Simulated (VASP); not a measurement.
# Sn (Pm-3m) in VASP: a series of runs, part 2 of 2

VASP 6.6.1. The steps go on from the part before.

## 3. Single point, PBEsol (volume scaled by 0.88)

File INCAR:

```
PREC = Accurate
ENCUT = 520
EDIFF = 1E-7
ISMEAR = -1
SIGMA = 0.1
LREAL = F
LASPH = T
NELM = 60
ALGO = Normal
ISIF = 2
LWAVE = F
LCHARG = F
GGA = PS
NBANDS = 13
```

File KPOINTS:

```
Automatic mesh
0
Gamma
  12 12 12
```

File POSCAR:

```
Sn
1.0
    2.9024502442      0.0000000000      0.0000000000
    0.0000000000      2.9024502442      0.0000000000
    0.0000000000      0.0000000000      2.9024502442
Sn
1
Direct
    0.0000000000      0.0000000000      0.0000000000
```

Potentials or basis: VASP PAW PBE potentials, release 64 (Sn_d).

Run with:

```bash
cat potpaw_PBE.64/Sn_d/POTCAR > POTCAR
mpirun -np 1 vasp_std > vasp.out
```

OUTCAR:

```text
PREC = Accurate
   ENCUT = 520
   EDIFF = 1E-7
   ISMEAR = -1
   LREAL = F
   LASPH = T
   NELM = 60
   ISIF = 2
   GGA = PS

 ion  position               nearest neighbor table
   1  0.000  0.000  0.000-

  LATTYP: Found a simple cubic cell.
 ALAT       =     2.9024502442

  Lattice vectors:

 A1 = (   2.9024502442,   0.0000000000,   0.0000000000)
 A2 = (   0.0000000000,   2.9024502442,   0.0000000000)
 A3 = (   0.0000000000,   0.0000000000,   2.9024502442)

Analysis of symmetry for initial positions (statically):
=====================================================================
 Subroutine PRICEL returns:
 Original cell was already a primitive cell.

 Routine SETGRP: Setting up the symmetry group for a
 simple cubic supercell.

 Subroutine GETGRP returns: Found 48 space group operations
 (whereof 48 operations were pure point group operations)
 out of a pool of 48 trial point group operations.

The static configuration has the point symmetry O_h .

Analysis of symmetry for dynamics (positions and initial velocities):
=====================================================================
 Subroutine PRICEL returns:
[... 159 lines left out ...]
 fundamental gap:      0.1249178933
 Fermi energy:         9.1464861473

 k-point     1 :       0.0000    0.0000    0.0000
  band No.  band energies     occupation
      1     -12.7110      2.00000
      2     -12.7110      2.00000
      3     -12.0816      2.00000
      4     -12.0816      2.00000
      5     -12.0816      2.00000
      6      -2.9281      2.00000
      7      15.0514      0.00000
      8      15.0514      0.00000
      9      15.0514      0.00000
     10      18.4854      0.00000
     11      18.4854      0.00000
     12      20.3340      0.00000
     13      30.2153      0.00000
[... 354 lines left out ...]
  band No.  band energies     occupation
      1     -12.4921      2.00000
      2     -12.4165      2.00000
      3     -12.2224      2.00000
      4     -12.1895      2.00000
      5     -12.0325      2.00000
      6       2.1810      2.00000
      7       6.2863      2.00000
      8       9.2386      0.56952
      9      14.1829      0.00000
     10      20.1774      0.00000
     11      22.4335      0.00000
     12      24.3469      0.00000
     13      25.6455      0.00000

 [... further k-points ...]
[... 5 lines left out ...]
  --------------------------------------------------------------------------------------
  -------------------------------------------------------------------------------------
  Total        1.4977430      1.4977430      1.4977430     -0.0000000      0.0000000     -0.0000000
  in kB       98.1416898     98.1416898     98.1416898     -0.0000000      0.0000000     -0.0000000
  external PRESSURE =      98.1416898 kB  Pullay stress =       0.0000000 kB

 VOLUME and BASIS-vectors are now :
 -----------------------------------------------------------------------------
  energy-cutoff  :      520.00
  volume of cell :       24.45
      direct lattice vectors                 reciprocal lattice vectors
     2.902450244  0.000000000  0.000000000     0.344536483  0.000000000  0.000000000
     0.000000000  2.902450244  0.000000000     0.000000000  0.344536483  0.000000000
     0.000000000  0.000000000  2.902450244     0.000000000  0.000000000  0.344536483

 POSITION                                       TOTAL-FORCE (eV/Angst)
 -----------------------------------------------------------------------------------
      0.00000      0.00000      0.00000         0.000000      0.000000      0.000000
 -----------------------------------------------------------------------------------
    total drift:                                0.000000     -0.000000      0.000000

  FREE ENERGIE OF THE ION-ELECTRON SYSTEM (eV)
  ---------------------------------------------------
  free  energy   TOTEN  =        -4.1203979405 eV

  energy  without entropy=       -4.1002869720  energy(sigma->0) =       -4.11034246
```

Run time: 17 s. Hardware: 1 thread of Intel Xeon 8259CL, shared host; peak memory 0.15 GiB.

What came out:

```
Free energy            : -4.1204 eV
Pressure               : 9.8 GPa
Band gap on the k mesh : zero (band 7 reaches 15.05 eV, above the bottom of band 8 at 6.41 eV)
```

Levels at points of the mesh, in eV from the Fermi level:
```tsv
k point	band 5	band 6	band 7	band 8	band 9	band 10
(0.00, 0.00, 0.00)	-21.23	-12.07	5.90	5.90	5.90	9.34
(0.50, 0.00, 0.00)	-21.21	-8.29	-5.64	9.12	9.12	12.18
(0.50, 0.50, 0.00)	-21.04	-4.22	-2.74	-2.74	2.48	12.86
(0.50, 0.50, 0.50)	-21.03	0.09	0.09	0.09	0.65	5.97
```

Caveat: the PAW data sets were made with another functional, which shifts forces and pressure a little; spin-orbit coupling is left out, which moves the levels of the heavy elements.

## 4. Single point, PBEsol (volume scaled by 0.92)

File INCAR:

```
SYSTEM = Sn
PREC = Accurate ; ENCUT = 520
EDIFF = 1E-7 ; ISMEAR = -1
SIGMA = 0.1 ; LREAL = .False.
LASPH = .True. ; NELM = 100
ALGO = Normal ; ISIF = 2
LWAVE = .False. ; LCHARG = .False.
GGA = PS ; NBANDS = 13
```

File KPOINTS:

```
regular mesh
0
Gamma
  12 12 12
  0 0 0
```

File POSCAR:

```
Sn
1.0
    2.9457767847      0.0000000000      0.0000000000
    0.0000000000      2.9457767847      0.0000000000
    0.0000000000      0.0000000000      2.9457767847
Sn
1
Direct
    0.0000000000      0.0000000000      0.0000000000
```

Run with:

```bash
cat potpaw_PBE.64/Sn_d/POTCAR > POTCAR
mpirun -np 1 vasp_std > vasp.out
```

Wall time 18 s (1 thread of Intel Xeon 8259CL, shared host); peak memory 0.15 GiB.

It converged, with:

* Free energy: -4.1746 eV
* Pressure: 5.8 GPa
* Band gap on the k mesh: zero (band 7 reaches 14.28 eV, above the bottom of band 8 at 5.96 eV)

Levels at points of the mesh, in eV from the Fermi level:
```
           k point  band 4  band 5  band 6  band 7  band 8  band 9  band 10  band 11
(0.00, 0.00, 0.00)  -21.20  -21.20  -11.71    5.74    5.74    5.74     9.14     9.14
(0.50, 0.00, 0.00)  -21.33  -21.18   -8.14   -5.35    8.77    8.77    12.03    12.13
(0.50, 0.50, 0.00)  -21.32  -21.03   -4.32   -2.58   -2.58    2.57    12.22    14.65
(0.50, 0.50, 0.50)  -21.02  -21.02    0.10    0.10    0.10    0.21     5.93     5.93
```

Caveat: the PAW data sets were made with another functional, which shifts forces and pressure a little; spin-orbit coupling is left out, which moves the levels of the heavy elements.

## 5. Single point, PBEsol (volume scaled by 0.96)

File INCAR:

```
SYSTEM = Sn
PREC = Accurate
ENCUT = 520
EDIFF = 1E-6
ISMEAR = -1
SIGMA = 0.1
LREAL = .FALSE.
LASPH = .TRUE.
NELM = 80
ALGO = Normal
ISIF = 2
LWAVE = .FALSE.
LCHARG = .TRUE.
GGA = PS
LELF = .TRUE.
LVHAR = .TRUE.
NBANDS = 13
```

File KPOINTS:

```
regular mesh
0
G
  12 12 12
  0 0 0
```

File POSCAR:

```
Sn
1.0
    2.9878649965      0.0000000000      0.0000000000
    0.0000000000      2.9878649965      0.0000000000
    0.0000000000      0.0000000000      2.9878649965
Sn
1
Direct
    0.0000000000      0.0000000000      0.0000000000
```

Run with:

```bash
cat potpaw_PBE.64/Sn_d/POTCAR > POTCAR
mpirun -np 1 vasp_std > vasp.out
```

Run time: 21 s. Hardware: 1 thread of Intel Xeon 8259CL, shared host; peak memory 0.15 GiB.

It converged, with:

* Free energy: -4.2044 eV
* Pressure: 2.8 GPa
* Band gap on the k mesh: zero (band 7 reaches 13.57 eV, above the bottom of band 8 at 5.55 eV)

Levels at points of the mesh, in eV from the Fermi level:
```csv
k point,band 4,band 5,band 6,band 7,band 8,band 9,band 10,band 11
"(0.00, 0.00, 0.00)",-21.17,-21.17,-11.37,5.58,5.58,5.58,8.96,8.96
"(0.50, 0.00, 0.00)",-21.28,-21.16,-8.00,-5.08,8.44,8.44,11.86,12.07
"(0.50, 0.50, 0.00)",-21.28,-21.02,-4.40,-2.44,-2.44,2.65,11.63,14.47
"(0.50, 0.50, 0.50)",-21.01,-21.01,-0.18,0.12,0.12,0.12,5.90,5.90
```

Caveat: the PAW data sets were made with another functional, which shifts forces and pressure a little; spin-orbit coupling is left out, which moves the levels of the heavy elements.

## 6. Single point, PBEsol

File INCAR:

```
SYSTEM = Sn
PREC = Accurate
ENCUT = 520
EDIFF = 1E-6
ISMEAR = -1
SIGMA = 0.1
LREAL = .False.
LASPH = .True.
NELM = 100
ALGO = Normal
ISIF = 2
LWAVE = .False.
LCHARG = .True.
GGA = PS
LELF = .True.
LVHAR = .True.
NBANDS = 13
```

File KPOINTS:

```
Automatic mesh
0
Gamma
  12 12 12
  0 0 0
```

File POSCAR:

```
Sn
1.0
    3.0287997407      0.0000000000      0.0000000000
    0.0000000000      3.0287997407      0.0000000000
    0.0000000000      0.0000000000      3.0287997407
Sn
1
Direct
    0.0000000000      0.0000000000      0.0000000000
```

Potentials or basis: VASP PAW PBE potentials, release 64 (Sn_d).

Run with:

```bash
cat potpaw_PBE.64/Sn_d/POTCAR > POTCAR
mpirun -np 1 vasp_std > vasp.out
```

Wall time 25 s (1 thread of Intel Xeon 8259CL, shared host); peak memory 0.15 GiB.

Results (log left out):

```yaml
Free_energy: -4.2150 eV
Pressure: 0.3 GPa
Band_gap_on_the_k_mesh: zero (band 7 reaches 12.91 eV, above the bottom of band 8 at 5.18 eV)
```

Levels at points of the mesh, in eV from the Fermi level:
```csv
k point,band 3,band 4,band 5,band 6,band 7,band 8,band 9,band 10,band 11,band 12
"(0.00, 0.00, 0.00)",-21.15,-21.15,-21.15,-11.06,5.43,5.43,5.43,8.79,8.79,10.16
"(0.50, 0.00, 0.00)",-21.26,-21.24,-21.14,-7.88,-4.84,8.13,8.13,11.70,11.78,12.01
"(0.50, 0.50, 0.00)",-21.25,-21.25,-21.01,-4.48,-2.31,-2.31,2.73,11.09,14.30,14.30
"(0.50, 0.50, 0.50)",-21.40,-21.01,-21.01,-0.53,0.13,0.13,0.13,5.86,5.86,5.86
```

Caveat: the PAW data sets were made with another functional, which shifts forces and pressure a little; spin-orbit coupling is left out, which moves the levels of the heavy elements.

## 7. The runs side by side

```tsv
cell	k mesh	gap on the mesh (eV)	pressure (GPa)
a = 3.029 Å, 1 atom	10 × 10 × 10	none	0.0
a = 2.902 Å, 1 atom	12 × 12 × 12	none	9.8
a = 2.946 Å, 1 atom	12 × 12 × 12	none	5.8
a = 2.988 Å, 1 atom	12 × 12 × 12	none	2.8
a = 3.029 Å, 1 atom	12 × 12 × 12	none	0.3
```

Alike in all rows: task single point; level PBEsol; potentials or basis VASP PAW PBE potentials, release 64 (Sn_d); no spin polarisation; cutoff (eV) 520; smearing fermi-dirac 0.1 eV.

Caveats: the PAW data sets were made with another functional, which shifts forces and pressure a little; spin-orbit coupling is left out, which moves the levels of the heavy elements.

Total energies depend on the potentials used, so only differences within one code and one set of settings carry meaning.
